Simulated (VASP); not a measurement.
# MoS2 (P6_3/mmc) in VASP: single point with PBEsol+U

Aim: the single point of MoS2 with PBEsol+U.

Everything below comes from runs of VASP 6.6.1. Logs are shortened: lines on timing, memory, paths and dates and some standing lists are left out, and cuts for length are marked.

### 1 The cell of the first run

Symmetry: P6_3/mmc, No. 194, hexagonal system. The conventional cell has a = 3.161 Å, b = 3.161 Å, c = 12.295 Å, α = 90.00°, β = 90.00°, γ = 120.00°. Within 3.1 Å of Mo (site symmetry -6m2) lie 6 S at 2.37 Å. S (site symmetry 3m) has 3 Mo at 2.37 Å and 1 S at 3.01 Å within 3.1 Å.

### 2 Single point, PBEsol+U, collinear spin, ferromagnetic start

INCAR reads:

```
SYSTEM = MoS2
PREC = Accurate ; ENCUT = 520
EDIFF = 1E-7 ; ISMEAR = 0
SIGMA = 0.05 ; LREAL = .FALSE.
LASPH = .TRUE. ; NELM = 150
ALGO = Normal ; ISIF = 2
LWAVE = .FALSE. ; LCHARG = .FALSE.
ISPIN = 2 ; MAGMOM = 2 2 0 0 0 0
LORBIT = 11 ; LMAXMIX = 4
LDAU = .TRUE. ; LDAUTYPE = 1
LDAUL = 2 -1 ; LDAUU = 8 0
LDAUJ = 0.7 0 ; LDAUPRINT = 1
GGA = PS ; NBANDS = 39
```

KPOINTS reads:

```
regular mesh
0
G
  7 7 2
  0 0 0
```

POSCAR reads:

```
MoS2
1.0
    3.1610015200      0.0000000000      0.0000000000
   -1.5805007600      2.7375076200      0.0000000000
    0.0000000000      0.0000000000     12.2949997000
Mo S
2 4
Direct
    0.3333333333      0.6666666667      0.2500000000
    0.6666666667      0.3333333333      0.7500000000
    0.3333333333      0.6666666667      0.6275000000
    0.6666666667      0.3333333333      0.1275000000
    0.3333333333      0.6666666667      0.8725000000
    0.6666666667      0.3333333333      0.3725000000
```

Potentials or basis: VASP PAW PBE potentials, release 64 (Mo_sv, S).

Started as:

```console
$ cat potpaw_PBE.64/Mo_sv/POTCAR potpaw_PBE.64/S/POTCAR > POTCAR
$ mpirun -np 1 vasp_std > vasp.out
```

OUTCAR:

```text
SYSTEM = MoS2
   PREC = Accurate
   ENCUT = 520
   EDIFF = 1E-7
   ISMEAR = 0
   LREAL = .FALSE.
   LASPH = .TRUE.
   NELM = 150
   ISIF = 2
   ISPIN = 2
   LORBIT = 11
   GGA = PS

 ion  position               nearest neighbor table
   1  0.333  0.667  0.250-   4 2.37   6 2.37   4 2.37   6 2.37   4 2.37   6 2.37
   2  0.667  0.333  0.750-   3 2.37   5 2.37   3 2.37   5 2.37   3 2.37   5 2.37
   3  0.333  0.667  0.627-   2 2.37   2 2.37   2 2.37
   4  0.667  0.333  0.127-   1 2.37   1 2.37   1 2.37
   5  0.333  0.667  0.873-   2 2.37   2 2.37   2 2.37
   6  0.667  0.333  0.373-   1 2.37   1 2.37   1 2.37

  LATTYP: Found a hexagonal cell.
 ALAT       =     3.1610015200
 C/A-ratio  =     3.8895899360

  Lattice vectors:

 A1 = (   3.1610015200,   0.0000000000,   0.0000000000)
 A2 = (  -1.5805007600,   2.7375076200,   0.0000000000)
 A3 = (   0.0000000000,   0.0000000000,  12.2949997000)

Analysis of symmetry for initial positions (statically):
=====================================================================
 Subroutine PRICEL returns:
 Original cell was already a primitive cell.

 Routine SETGRP: Setting up the symmetry group for a
 hexagonal supercell.

 Subroutine GETGRP returns: Found 24 space group operations
 (whereof 12 operations were pure point group operations)
 out of a pool of 24 trial point group operations.

The static configuration has the point symmetry D_3d.
 The point group associated with its full space group is D_6h.

Analysis of symmetry for dynamics (positions and initial velocities):
=====================================================================
 Subroutine PRICEL returns:
 Original cell was already a primitive cell.

 Routine SETGRP: Setting up the symmetry group for a
 hexagonal supercell.

 Subroutine GETGRP returns: Found 24 space group operations
 (whereof 12 operations were pure point group operations)
 out of a pool of 24 trial point group operations.

The dynamic configuration has the point symmetry D_3d.
 The point group associated with its full space group is D_6h.

Analysis of structural, dynamic, and magnetic symmetry:
=====================================================================
 Subroutine PRICEL returns:
 Original cell was already a primitive cell.

 Routine SETGRP: Setting up the symmetry group for a
 hexagonal supercell.

 Subroutine GETGRP returns: Found 24 space group operations
 (whereof 12 operations were pure point group operations)
 out of a pool of 24 trial point group operations.

The overall configuration has the point symmetry D_3d.
 The point group associated with its full space group is D_6h.

 Subroutine INISYM returns: Found 24 space group operations
 (whereof 12 operations are pure point group operations),
 and found     1 'primitive' translations

----------------------------------------------------------------------------------------

                                     Primitive cell

  volume of cell :     106.3919

  direct lattice vectors                    reciprocal lattice vectors
     3.161001520  0.000000000  0.000000000     0.316355432  0.182647893  0.000000000
    -1.580500760  2.737507620  0.000000000     0.000000000  0.365295787  0.000000000
     0.000000000  0.000000000 12.294999700     0.000000000  0.000000000  0.081333878
[... 154 lines left out ...]
  o =  0.3832  v =  0.0000  0.0000  0.0000  0.0000  0.0000 -0.9989 -0.0000 -0.0000  0.0000  0.0470      0.0000  0.0000  0.0000  0.0000  0.0000  0.0000  0.0000  0.0000  0.0000  0.0000
  o =  0.3832  v =  0.0000  0.0000  0.0000  0.0000  0.0000 -0.0470  0.0000  0.0000 -0.0000 -0.9989      0.0000  0.0000  0.0000  0.0000  0.0000  0.0000  0.0000  0.0000  0.0000  0.0000
  o =  0.3897  v = -0.9987 -0.0000 -0.0000  0.0000  0.0503  0.0000  0.0000  0.0000  0.0000  0.0000      0.0000  0.0000  0.0000  0.0000  0.0000  0.0000  0.0000  0.0000  0.0000  0.0000
  o =  0.3897  v =  0.0503 -0.0000 -0.0000 -0.0000  0.9987  0.0000  0.0000  0.0000  0.0000  0.0000      0.0000  0.0000  0.0000  0.0000  0.0000  0.0000  0.0000  0.0000  0.0000  0.0000
  o =  0.4266  v =  0.0000 -0.0000 -1.0000 -0.0000 -0.0000  0.0000  0.0000  0.0000  0.0000  0.0000      0.0000  0.0000  0.0000  0.0000  0.0000  0.0000  0.0000  0.0000  0.0000  0.0000
  o =  0.4395  v =  0.0000  0.0000  0.0000  0.0000  0.0000 -0.0000 -0.0000 -1.0000  0.0000 -0.0000      0.0000  0.0000  0.0000  0.0000  0.0000  0.0000  0.0000  0.0000  0.0000  0.0000

atom =   2  type =  1  l = 2

 onsite density matrix

spin component  1

  0.3897  0.0000  0.0000  0.0000  0.0000
  0.0000  0.3796 -0.0000 -0.0000 -0.0000
  0.0000 -0.0000  0.4266  0.0000  0.0000
  0.0000 -0.0000  0.0000  0.3796 -0.0000
  0.0000 -0.0000  0.0000 -0.0000  0.3897

spin component  2

  0.3832 -0.0000  0.0000  0.0000  0.0000
 -0.0000  0.3790  0.0000 -0.0000 -0.0000
  0.0000  0.0000  0.4395 -0.0000  0.0000
  0.0000 -0.0000 -0.0000  0.3790 -0.0000
  0.0000 -0.0000  0.0000 -0.0000  0.3832

 occupancies and eigenvectors

  o =  0.3790  v =  0.0000  0.0000  0.0000  0.0000  0.0000  0.0000 -0.0000 -0.0000 -1.0000 -0.0000      0.0000  0.0000  0.0000  0.0000  0.0000  0.0000  0.0000  0.0000  0.0000  0.0000
  o =  0.3790  v =  0.0000  0.0000  0.0000  0.0000  0.0000  0.0000  1.0000 -0.0000 -0.0000 -0.0000      0.0000  0.0000  0.0000  0.0000  0.0000  0.0000  0.0000  0.0000  0.0000  0.0000
  o =  0.3796  v =  0.0000 -0.0000  0.0000 -1.0000  0.0000  0.0000  0.0000  0.0000  0.0000  0.0000      0.0000  0.0000  0.0000  0.0000  0.0000  0.0000  0.0000  0.0000  0.0000  0.0000
  o =  0.3796  v =  0.0000 -1.0000  0.0000  0.0000  0.0000  0.0000  0.0000  0.0000  0.0000  0.0000      0.0000  0.0000  0.0000  0.0000  0.0000  0.0000  0.0000  0.0000  0.0000  0.0000
  o =  0.3832  v =  0.0000  0.0000  0.0000  0.0000  0.0000 -0.0842  0.0000 -0.0000 -0.0000  0.9965      0.0000  0.0000  0.0000  0.0000  0.0000  0.0000  0.0000  0.0000  0.0000  0.0000
  o =  0.3832  v =  0.0000  0.0000  0.0000  0.0000  0.0000 -0.9965 -0.0000  0.0000 -0.0000 -0.0842      0.0000  0.0000  0.0000  0.0000  0.0000  0.0000  0.0000  0.0000  0.0000  0.0000
  o =  0.3897  v = -0.0882  0.0000 -0.0000  0.0000  0.9961  0.0000  0.0000  0.0000  0.0000  0.0000      0.0000  0.0000  0.0000  0.0000  0.0000  0.0000  0.0000  0.0000  0.0000  0.0000
  o =  0.3897  v = -0.9961 -0.0000  0.0000 -0.0000 -0.0882  0.0000  0.0000  0.0000  0.0000  0.0000      0.0000  0.0000  0.0000  0.0000  0.0000  0.0000  0.0000  0.0000  0.0000  0.0000
  o =  0.4266  v = -0.0000 -0.0000 -1.0000  0.0000 -0.0000  0.0000  0.0000  0.0000  0.0000  0.0000      0.0000  0.0000  0.0000  0.0000  0.0000  0.0000  0.0000  0.0000  0.0000  0.0000
  o =  0.4395  v =  0.0000  0.0000  0.0000  0.0000  0.0000  0.0000  0.0000  1.0000 -0.0000  0.0000      0.0000  0.0000  0.0000  0.0000  0.0000  0.0000  0.0000  0.0000  0.0000  0.0000

 number of electron      51.9999998 magnetization      -0.0000029

 Free energy of the ion-electron system (eV)
  ---------------------------------------------------
  ext. energy  EPLUGINS =         0.00000000
  ---------------------------------------------------
  free energy    TOTEN  =       -29.28127086 eV

  energy without entropy =      -29.28127086  energy(sigma->0) =      -29.28127086

 E-fermi :   8.0561     XC(G=0): -10.9655

 val. band max:        7.7959381042   @ k =   0.0000   0.0000   0.0000
 cond. band min:       8.6810089952   @ k =   0.2857   0.2857   0.0000
 fundamental gap:      0.8850708910
 Fermi energy:         8.0560795964

 spin component 1

 k-point     1 :       0.0000    0.0000    0.0000
  band No.  band energies     occupation
      1     -54.4547      1.00000
      2     -54.4547      1.00000
      3     -28.5989      1.00000
      4     -28.5988      1.00000
      5     -28.4387      1.00000
      6     -28.4387      1.00000
[... 645 lines left out ...]
     37      15.2128      0.00000
     38      15.2128      0.00000
 Fermi energy:         8.0560795964

 spin component 2

 k-point     1 :       0.0000    0.0000    0.0000
  band No.  band energies     occupation
      1     -54.4538      1.00000
      2     -54.4538      1.00000
      3     -28.6094      1.00000
      4     -28.6094      1.00000
      5     -28.4319      1.00000
      6     -28.4319      1.00000
[... 645 lines left out ...]
     37      15.2117      0.00000
     38      15.2117      0.00000
 [bands above 38 left out]

------------------------ aborting loop because EDIFF is reached ----------------------------------------

  FORCE on cell =-STRESS in cart. coord.  units (eV):
  Direction    XX          YY          ZZ          XY          YZ          ZX
  --------------------------------------------------------------------------------------
  -------------------------------------------------------------------------------------
  Total        4.1214761      4.1214761      9.1841906      0.0000000      0.0000000      0.0000000
  in kB       62.0661492     62.0661493    138.3066009      0.0000000      0.0000000      0.0000000
  external PRESSURE =      87.4796331 kB  Pullay stress =       0.0000000 kB

 VOLUME and BASIS-vectors are now :
 -----------------------------------------------------------------------------
  energy-cutoff  :      520.00
  volume of cell :      106.39
      direct lattice vectors                 reciprocal lattice vectors
     3.161001520  0.000000000  0.000000000     0.316355432  0.182647893  0.000000000
    -1.580500760  2.737507620  0.000000000     0.000000000  0.365295787  0.000000000
     0.000000000  0.000000000 12.294999700     0.000000000  0.000000000  0.081333878

 POSITION                                       TOTAL-FORCE (eV/Angst)
 -----------------------------------------------------------------------------------
     -0.00000      1.82501      3.07375         0.000000     -0.000000      0.000000
      1.58050      0.91250      9.22125        -0.000000      0.000000      0.000000
     -0.00000      1.82501      7.71511         0.000000      0.000000     -1.494173
      1.58050      0.91250      1.56761         0.000000      0.000000     -1.494173
     -0.00000      1.82501     10.72739         0.000000     -0.000000      1.494173
      1.58050      0.91250      4.57989         0.000000      0.000000      1.494173
 -----------------------------------------------------------------------------------
    total drift:                               -0.000000      0.000000     -0.000000

  FREE ENERGIE OF THE ION-ELECTRON SYSTEM (eV)
  ---------------------------------------------------
  free  energy   TOTEN  =       -29.2812708596 eV

  energy  without entropy=      -29.2812708596  energy(sigma->0) =      -29.28127086

 total charge

# of ion       s       p       d       tot
------------------------------------------
    1        2.322   6.254   3.873  12.449
    2        2.322   6.254   3.873  12.449
    3        1.356   2.366   0.000   3.722
    4        1.356   2.366   0.000   3.722
    5        1.356   2.366   0.000   3.722
    6        1.356   2.366   0.000   3.722
--------------------------------------------------
tot         10.068  21.972   7.747  39.787

 magnetization (x)

# of ion       s       p       d       tot
------------------------------------------
    1       -0.000   0.000   0.001   0.001
    2       -0.000   0.000   0.001   0.001
    3       -0.000  -0.001   0.000  -0.001
    4       -0.000  -0.001   0.000  -0.001
    5       -0.000  -0.001   0.000  -0.001
    6       -0.000  -0.001   0.000  -0.001
--------------------------------------------------
tot         -0.000  -0.004   0.003  -0.001
```

Wall time 2 min (1 thread of Intel Xeon 6975P-C (Granite Rapids), shared host); peak memory 0.31 GiB.

What came out:

- Free energy: -29.2813 eV
- Pressure: 8.7 GPa
- Largest force: 1.494 eV/Å
- Band gap on the k mesh: 0.89 eV, indirect (least direct gap 1.95 eV)
- Net moment: 0.00 μB per cell
- Valence electrons inside the program's atomic spheres: Mo 12.45; S 3.72

Forces on the atoms (eV/Å):
```
Mo   0.000  0.000  0.000
Mo   0.000  0.000  0.000
S    0.000  0.000 -1.494
S    0.000  0.000 -1.494
S    0.000  0.000  1.494
S    0.000  0.000  1.494
```

Levels at points of the mesh, in eV from the valence-band top:
Spin up:
| k point | band 22 | band 23 | band 24 | band 25 | band 26 | band 27 | band 28 | band 29 | band 30 | band 31 |
| --- | --- | --- | --- | --- | --- | --- | --- | --- | --- | --- |
| (0.00, 0.00, 0.00) | -2.41 | -2.41 | -1.37 | -1.16 | 0.00 | 2.07 | 2.07 | 2.08 | 2.08 | 2.35 |
| (0.00, 0.00, 0.50) | -2.43 | -2.43 | -2.43 | -0.29 | -0.29 | 2.07 | 2.07 | 2.07 | 2.07 | 2.43 |
Spin down:
```tsv
k point	band 22	band 23	band 24	band 25	band 26	band 27	band 28	band 29	band 30	band 31
(0.00, 0.00, 0.00)	-2.40	-2.40	-1.37	-1.23	-0.07	2.07	2.07	2.08	2.08	2.37
(0.00, 0.00, 0.50)	-2.42	-2.42	-2.42	-0.36	-0.36	2.07	2.07	2.07	2.07	2.45
```

Eigenvalues of the final occupation matrices:
| site | spin | trace | eigenvalues |
| --- | --- | --- | --- |
| site 1 d | 1 | 1.97 | 0.38 0.38 0.39 0.39 0.43 |
| site 1 d | 2 | 1.96 | 0.38 0.38 0.38 0.38 0.44 |
| site 2 d | 1 | 1.97 | 0.38 0.38 0.39 0.39 0.43 |
| site 2 d | 2 | 1.96 | 0.38 0.38 0.38 0.38 0.44 |

Caveat: the PAW data sets were made with another functional, which shifts forces and pressure a little; this functional lacks dispersion, which binds the layers, so the pressure and a relaxed spacing across them are unreliable.
